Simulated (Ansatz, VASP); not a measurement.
## Tc in VASP and in Ansatz

```
Tc
1.0
     2.73936    0.00000    0.00000
    -1.36968    2.37235    0.00000
     0.00000    0.00000    8.85738
Tc
4
Cartesian
  1.3697 0.7908 6.6430
  0.0000 0.0000 4.4287
  0.0000 1.5816 2.2143
  0.0000 0.0000 0.0000
```

Alike in both runs: functional PBE; k mesh 9 × 9 × 3; occupations fermi-dirac, width 0.05 eV; no spin polarisation.

```csv
,VASP,Ansatz
version,VASP 6.6.1,Ansatz 0.2.0
potentials or method,"VASP PAW PBE potentials, release 64 (Tc_pv)",Ansatz PAW earlier set
plane-wave cutoff (eV),520,500
valence electrons in the cell,52,60
task,single point,band structure
```

```tsv
	VASP	Ansatz	Ansatz less VASP
gap on the k mesh at the Fermi level (eV)	none	none	-
pressure (GPa)	0.6	1.2	+0.67
traceless stress, the component that is largest in VASP (GPa)	-4.08	-4.07	+0.009
```

A gap of «none» marks a metal or a gap that the smearing closes. The functional is the same, so the differences come from potentials, cutoffs and numerics. VASP's potentials hold 52 valence electrons a cell and Ansatz's 60, so a difference there can come from the potentials and not from the codes.
